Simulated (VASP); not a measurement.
# C (C2/m) in VASP: single point with PBE

Aim: the single point of C with PBE.

All numbers are computed with VASP 6.6.1; they aren't measurements. Logs are shortened: lines on timing, memory, paths and dates and some standing lists are left out, and cuts for length are marked.

### 1 The cell of the first run

It takes space group C2/m (No. 12, monoclinic). Conventional cell: a = 3.761 Å, b = 9.139 Å, c = 2.605 Å, α = 90.00°, β = 121.38°, γ = 90.00°. C (site symmetry 1) has 4 C at 1.52 to 1.63 Å within 2.0 Å. C (site symmetry 2) has 3 C at 1.34 to 1.52 Å within 1.8 Å.

### 2 Single point, PBE

The input, INCAR:

```
SYSTEM = C
PREC = Accurate
ENCUT = 520
EDIFF = 1E-6
ISMEAR = 0
SIGMA = 0.1
LREAL = .FALSE.
LASPH = .TRUE.
NELM = 100
ALGO = Normal
ISIF = 2
LWAVE = .FALSE.
LCHARG = .FALSE.
GGA = PE
NBANDS = 21
```

The input, KPOINTS:

```
Automatic mesh
0
G
  12 12 16
  0 0 0
```

The input, POSCAR:

```
C
1.0
    1.8803686180     -4.5695711791     -0.0007968812
    1.8803686180      4.5695711791     -0.0007968812
   -1.3556639450      0.0000000000      2.2245420271
C
6
Direct
    0.6844043661      0.0326236092      0.1337686181
    0.5732083597      0.4267916403      0.0000000000
    0.4267916403      0.5732083597      0.0000000000
    0.3155956339      0.9673763908      0.8662313819
    0.9673763908      0.3155956339      0.8662313819
    0.0326236092      0.6844043661      0.1337686181
```

Potentials or basis: VASP PAW PBE potentials, release 64 (C).

The run is started by

```bash
cat potpaw_PBE.64/C/POTCAR > POTCAR
mpirun -np 1 vasp_std > vasp.out
```

OUTCAR:

```text
SYSTEM = C
   PREC = Accurate
   ENCUT = 520
   EDIFF = 1E-6
   ISMEAR = 0
   LREAL = .FALSE.
   LASPH = .TRUE.
   NELM = 100
   ISIF = 2
   GGA = PE

 ion  position               nearest neighbor table
   1  0.684  0.033  0.134-   3 1.52   5 1.55   4 1.58   5 1.63
   2  0.573  0.427  0.000-   3 1.34   4 1.52   6 1.52
   3  0.427  0.573  0.000-   2 1.34   1 1.52   5 1.52
   4  0.316  0.967  0.866-   2 1.52   6 1.55   1 1.58   6 1.63
   5  0.967  0.316  0.866-   3 1.52   1 1.55   6 1.58   1 1.63
   6  0.033  0.684  0.134-   2 1.52   4 1.55   5 1.58   4 1.63

  LATTYP: Found a base centered monoclinic cell.
 ALAT       =     3.7607375737
 B/A-ratio  =     2.4301462623
 C/A-ratio  =     0.6927030192
 COS(beta)  =    -0.5207554258

  Lattice vectors:

 A1 = (   1.8803686180,  -4.5695711791,  -0.0007968812)
 A2 = (   1.8803686180,   4.5695711791,  -0.0007968812)
 A3 = (  -1.3556639450,   0.0000000000,   2.2245420271)

Analysis of symmetry for initial positions (statically):
=====================================================================
 Subroutine PRICEL returns:
 Original cell was already a primitive cell.

 Routine SETGRP: Setting up the symmetry group for a
 base centered monoclinic supercell.

 Subroutine GETGRP returns: Found  4 space group operations
 (whereof  4 operations were pure point group operations)
 out of a pool of  4 trial point group operations.

The static configuration has the point symmetry C_2h.

Analysis of symmetry for dynamics (positions and initial velocities):
=====================================================================
 Subroutine PRICEL returns:
 Original cell was already a primitive cell.

 Routine SETGRP: Setting up the symmetry group for a
 base centered monoclinic supercell.

 Subroutine GETGRP returns: Found  4 space group operations
 (whereof  4 operations were pure point group operations)
 out of a pool of  4 trial point group operations.

The dynamic configuration has the point symmetry C_2h.

 Subroutine INISYM returns: Found  4 space group operations
 (whereof  4 operations are pure point group operations),
 and found     1 'primitive' translations

----------------------------------------------------------------------------------------

                                     Primitive cell

  volume of cell :      38.2188

  direct lattice vectors                    reciprocal lattice vectors
     1.880368618 -4.569571179 -0.000796881     0.265974001 -0.109419458  0.162087908
     1.880368618  4.569571179 -0.000796881     0.265974001  0.109419458  0.162087908
    -1.355663945  0.000000000  2.224542027     0.000190556  0.000000000  0.449646856

  length of vectors
     4.941332567  4.941332567  2.605074272     0.330132211  0.330132211  0.449646897

  position of ions in fractional coordinates (direct lattice)
     0.684404366  0.032623609  0.133768618
     0.573208360  0.426791640  0.000000000
     0.426791640  0.573208360  0.000000000
     0.315595634  0.967376391  0.866231382
     0.967376391  0.315595634  0.866231382
     0.032623609  0.684404366  0.133768618

  ion indices of the primitive-cell ions
   primitive index   ion index
                 1           1
                 2           2
                 3           3
                 4           4
                 5           5
                 6           6

----------------------------------------------------------------------------------------

 KPOINTS: Automatic mesh

Automatic generation of k-mesh.
 Grid dimensions read from file:
 generate k-points for:   12   12   16

 Generating k-lattice:

  Cartesian coordinates                     Fractional coordinates (reciprocal lattice)
     0.022164500 -0.009118288  0.013507326     0.083333333 -0.000000000  0.000000000
     0.022164500  0.009118288  0.013507326    -0.000000000  0.083333333  0.000000000
     0.000011910  0.000000000  0.028102929     0.000000000  0.000000000  0.062500000

  Length of vectors
     0.027511018  0.027511018  0.028102931

  Shift w.r.t. Gamma in fractional coordinates (k-lattice)
     0.000000000  0.000000000  0.000000000

 Subroutine IBZKPT returns following result:
 ===========================================

 Found    632 irreducible k-points:

 Following reciprocal coordinates:
            Coordinates               Weight
  0.000000  0.000000  0.000000      1.000000
  0.083333  0.000000 -0.000000      4.000000
  0.166667  0.000000 -0.000000      4.000000
  0.250000  0.000000 -0.000000      4.000000
  0.333333  0.000000 -0.000000      4.000000
  0.416667  0.000000 -0.000000      4.000000
[... 16 lines left out ...]
  0.500000  0.166667 -0.000000      4.000000
 -0.416667  0.166667  0.000000      4.000000
 [... further k-points ...]
   k-points           NKPTS =    632   k-points in BZ     NKDIM =    632   number of bands    NBANDS=     21
   number of dos      NEDOS =    301   number of ions     NIONS =      6
   total plane-waves  NPLWV =  32000
   dimension x,y,z NGX =    40 NGY =   40 NGZ =   20
   dimension x,y,z NGXF=    80 NGYF=   80 NGZF=   40
   ions per type =               6
   NGX,Y,Z   is equivalent  to a cutoff of  13.46, 13.46, 12.76 a.u.
   NGXF,Y,Z  is equivalent  to a cutoff of  26.92, 26.92, 25.53 a.u.
 SYSTEM =  C
   PREC   = accura    normal or accurate (medium, high low for compatibility)
   ISTART =      0    job   : 0-new  1-cont  2-samecut
   ICHARG =      2    charge: 1-file 2-atom 10-const
   ISPIN  =      1    spin polarized calculation?
   LNONCOLLINEAR =      F non collinear calculations
   LSORBIT =      F    spin-orbit coupling
   LASPH  =      T    aspherical Exc in radial PAW
   ENCUT  =  520.0 eV  38.22 Ry    6.18 a.u.   9.19  9.19  4.84*2*pi/ulx,y,z
   NELM   =    100;   NELMIN=  2; NELMDL= -5     # of ELM steps
   EDIFF  = 0.1E-05   stopping-criterion for ELM
   LREAL  =      F    real-space projection
   EDIFFG = 0.1E-04   stopping-criterion for IOM
   NSW    =      0    number of steps for IOM
   IBRION =     -1    ionic relax: 0-MD 1-quasi-New 2-CG
   NFREE  =      0    steps in history (QN), initial steepest desc. (CG)
   ISIF   =      2    stress and relaxation
   ISYM   =      2    0-nonsym 1-usesym 2-fastsym
   POTIM  = 0.5000    time-step for ionic-motion
   TEBEG  =    0.0;   TEEND  =   0.0 temperature during run
   PSTRESS=    0.0 pullay stress
   NELECT =      24.0000    total number of electrons
   NUPDOWN=      -1.0000    fix difference up-down
   EMIN   =  10.00;   EMAX   =-10.00  energy-range for DOS
   EFERMI =   0.00;   METHOD = LEGACY
   ISMEAR =     0;   SIGMA  =   0.10  broadening in eV -4-tet -1-fermi 0-gaus
   EFERMI_NEDOS =   21; number of points for ismear=-14 and -15
   IALGO  =     38    algorithm
   IMIX   =      4    mixing-type and parameters
     AMIX     =   0.40;   BMIX     =  1.00
     AMIX_MAG =   1.60;   BMIX_MAG =  1.00
  volume/ion in A,a.u.               =       6.37        42.99
  Fermi-wavevector in a.u.,A,eV,Ry     =   1.401908  2.649223 26.740169  1.965347
  Thomas-Fermi vector in A             =   2.524723
   LORBIT       =      0    0 simple, 1 ext, 2 COOP (PROOUT), +10 PAW based schemes
   GGA     = PE    functional components
   LHFCALC =     F    Hartree Fock is set to
   AEXX    =    0.0000 exact exchange contribution
   IVDW    =     0    specifies the selected vdW correction
   LEPSILON=     F    determine dielectric tensor
   LRPA    =     F    only Hartree local field effects (RPA)
 non-spin polarized calculation
 Gauss-broadening in eV      SIGMA  =   0.10
  energy-cutoff  :      520.00
  volume of cell :       38.22
 maximum number of plane-waves:      1050
 NGX is ok and might be reduce to    40
   NGX = 19   NGY = 19   NGZ =  9

 number of electron      24.0000001 magnetization

 Free energy of the ion-electron system (eV)
  ---------------------------------------------------
  ext. energy  EPLUGINS =         0.00000000
  ---------------------------------------------------
  free energy    TOTEN  =       -51.72086780 eV

  energy without entropy =      -51.71740859  energy(sigma->0) =      -51.71913820

 E-fermi :   8.9146     XC(G=0): -12.5205

 val. band max:        8.9142149621   @ k =  -0.2500   0.0000   0.3750
 cond. band min:       8.9179527027   @ k =  -0.1667  -0.1667   0.0625
 fundamental gap:      0.0037377406
 Fermi energy:         8.9145782729

 k-point     1 :       0.0000    0.0000    0.0000
  band No.  band energies     occupation
      1     -12.7500      2.00000
      2      -7.4451      2.00000
      3      -6.3327      2.00000
      4      -1.8617      2.00000
      5      -1.5301      2.00000
      6      -0.0943      2.00000
[... 13 lines left out ...]
     20      18.7056      0.00000
     21      19.7537      0.00000

 k-point     2 :       0.0833    0.0000   -0.0000
  band No.  band energies     occupation
      1     -12.6653      2.00000
      2      -7.4912      2.00000
      3      -6.1757      2.00000
      4      -3.2210      2.00000
      5      -0.6776      2.00000
      6      -0.1367      2.00000
[... 13 lines left out ...]
     20      19.0547      0.00000
     21      19.8438      0.00000

 k-point     3 :       0.1667    0.0000   -0.0000
  band No.  band energies     occupation
      1     -12.4114      2.00000
      2      -7.5489      2.00000
      3      -5.8628      2.00000
      4      -4.6144      2.00000
      5      -1.6154      2.00000
      6       1.3289      2.00000
[... 13 lines left out ...]
     20      19.5400      0.00000
     21      20.0587      0.00000

 k-point     4 :       0.2500    0.0000   -0.0000
  band No.  band energies     occupation
      1     -11.9903      2.00000
      2      -7.5326      2.00000
      3      -6.3254      2.00000
      4      -5.1261      2.00000
      5      -2.3817      2.00000
      6       2.2743      2.00000
[... 13 lines left out ...]
     20      19.5298      0.00000
     21      19.8810      0.00000

 k-point     5 :       0.3333    0.0000   -0.0000
  band No.  band energies     occupation
      1     -11.4054      2.00000
      2      -7.5686      2.00000
      3      -7.3958      2.00000
      4      -5.0488      2.00000
      5      -2.6247      2.00000
      6       1.5954      2.00000
[... 13 lines left out ...]
     20      19.1421      0.00000
     21      19.6963      0.00000

 k-point     6 :       0.4167    0.0000   -0.0000
  band No.  band energies     occupation
      1     -10.6635      2.00000
      2      -8.7070      2.00000
      3      -7.2641      2.00000
      4      -5.2457      2.00000
      5      -2.2933      2.00000
      6       0.7919      2.00000
[... 13 lines left out ...]
     20      19.0263      0.00000
     21      19.8332      0.00000

 k-point     7 :       0.5000    0.0000   -0.0000
  band No.  band energies     occupation
      1      -9.8840      2.00000
      2      -9.6281      2.00000
      3      -7.1823      2.00000
      4      -5.3842      2.00000
      5      -2.0019      2.00000
      6       0.3661      2.00000
[... 13 lines left out ...]
     20      19.1308      0.00000
     21      19.9088      0.00000
[... 291 lines left out ...]
      1     -10.8147      2.00000
      2      -8.4718      2.00000
      3      -6.8672      2.00000
      4      -5.5557      2.00000
      5      -3.1290      2.00000
      6       2.1395      2.00000
[... 13 lines left out ...]
     20      18.7820      0.00000
     21      19.2260      0.00000

 k-point    21 :       0.3333    0.1667   -0.0000
  band No.  band energies     occupation
      1      -9.9763      2.00000
      2      -9.4781      2.00000
      3      -7.4103      2.00000
      4      -4.9459      2.00000
      5      -2.6614      2.00000
      6       1.3090      2.00000
[... 13 lines left out ...]
     20      19.0313      0.00000
     21      19.5414      0.00000

 k-point    22 :       0.4167    0.1667   -0.0000
  band No.  band energies     occupation
      1     -10.3899      2.00000
      2      -8.9910      2.00000
      3      -7.8805      2.00000
      4      -4.3473      2.00000
      5      -2.0407      2.00000
      6       0.5810      2.00000
[... 13 lines left out ...]
     20      18.9758      0.00000
     21      19.5706      0.00000

 k-point    23 :       0.5000    0.1667   -0.0000
  band No.  band energies     occupation
      1     -11.1473      2.00000
      2      -8.4443      2.00000
      3      -7.6819      2.00000
      4      -3.7981      2.00000
      5      -1.7452      2.00000
      6       0.4808      2.00000
[... 13 lines left out ...]
     20      19.1106      0.00000
     21      19.6924      0.00000

 k-point    24 :      -0.4167    0.1667    0.0000
  band No.  band energies     occupation
      1     -11.7593      2.00000
      2      -8.6261      2.00000
      3      -6.5016      2.00000
      4      -3.5637      2.00000
      5      -1.6159      2.00000
      6       1.0134      2.00000
[... 13 lines left out ...]
     20      19.5052      0.00000
     21      19.8477      0.00000

 [... further k-points ...]

------------------------ aborting loop because EDIFF is reached ----------------------------------------

  FORCE on cell =-STRESS in cart. coord.  units (eV):
  Direction    XX          YY          ZZ          XY          YZ          ZX
  --------------------------------------------------------------------------------------
  -------------------------------------------------------------------------------------
  Total        0.1452447      0.1622160      0.0375334      0.0000000      0.0000000      0.0170641
  in kB        6.0888320      6.8002880      1.5734470      0.0000000      0.0000000      0.7153482
  external PRESSURE =       4.8208557 kB  Pullay stress =       0.0000000 kB

 VOLUME and BASIS-vectors are now :
 -----------------------------------------------------------------------------
  energy-cutoff  :      520.00
  volume of cell :       38.22
      direct lattice vectors                 reciprocal lattice vectors
     1.880368618 -4.569571179 -0.000796881     0.265974001 -0.109419458  0.162087908
     1.880368618  4.569571179 -0.000796881     0.265974001  0.109419458  0.162087908
    -1.355663945  0.000000000  2.224542027     0.000190556  0.000000000  0.449646856

 POSITION                                       TOTAL-FORCE (eV/Angst)
 -----------------------------------------------------------------------------------
      1.16693     -2.97836      0.29700         0.007896     -0.008459      0.010686
      1.88037     -0.66906     -0.00080         0.000000     -0.007280      0.000000
      1.88037      0.66906     -0.00080         0.000000      0.007280      0.000000
      1.23814      2.97836      1.92595        -0.007896      0.008459     -0.010686
      1.23814     -2.97836      1.92595        -0.007896     -0.008459     -0.010686
      1.16693      2.97836      0.29700         0.007896      0.008459      0.010686
 -----------------------------------------------------------------------------------
    total drift:                               -0.000000     -0.000000     -0.000000

  FREE ENERGIE OF THE ION-ELECTRON SYSTEM (eV)
  ---------------------------------------------------
  free  energy   TOTEN  =       -51.7208678021 eV

  energy  without entropy=      -51.7174085913  energy(sigma->0) =      -51.71913820
```

Run time: 6.4 min. Hardware: 1 thread of Intel Xeon Platinum 8488C (Sapphire Rapids), shared host; peak memory 0.42 GiB.

Results:

| Property | Result |
| --- | --- |
| Free energy | -51.7209 eV |
| Pressure | 0.5 GPa |
| Largest force | 0.016 eV/Å |
| Band gap on the k mesh | zero (bands 12 and 13 overlap by 0.72 eV) |

Forces on the atoms (eV/Å):
```
C    0.008 -0.008  0.011
C    0.000 -0.007  0.000
C    0.000  0.007  0.000
C   -0.008  0.008 -0.011
C   -0.008 -0.008 -0.011
C    0.008  0.008  0.011
```

Levels at points of the mesh, in eV from the Fermi level:
```
           k point  band 9  band 10  band 11  band 12  band 13  band 14  band 15  band 16
(0.00, 0.00, 0.00)   -5.39    -2.71    -2.42    -1.51     2.49     4.04     4.77     6.44
(0.50, 0.00, 0.00)   -4.52    -3.42    -2.48     0.16     4.83     4.93     5.78     6.63
(0.50, 0.50, 0.00)   -5.36    -4.94    -2.70    -1.48     2.40     2.57     5.10     5.52
(0.00, 0.00, 0.50)   -7.76    -4.45    -4.21    -3.57     2.52     5.83     6.26     6.64
(0.50, 0.00, 0.50)   -6.38    -5.74    -4.20    -4.12    -0.04     4.50     4.54     6.85
(0.50, 0.50, 0.50)   -7.41    -6.49    -5.02    -2.18     1.76     4.07     7.47     8.45
```
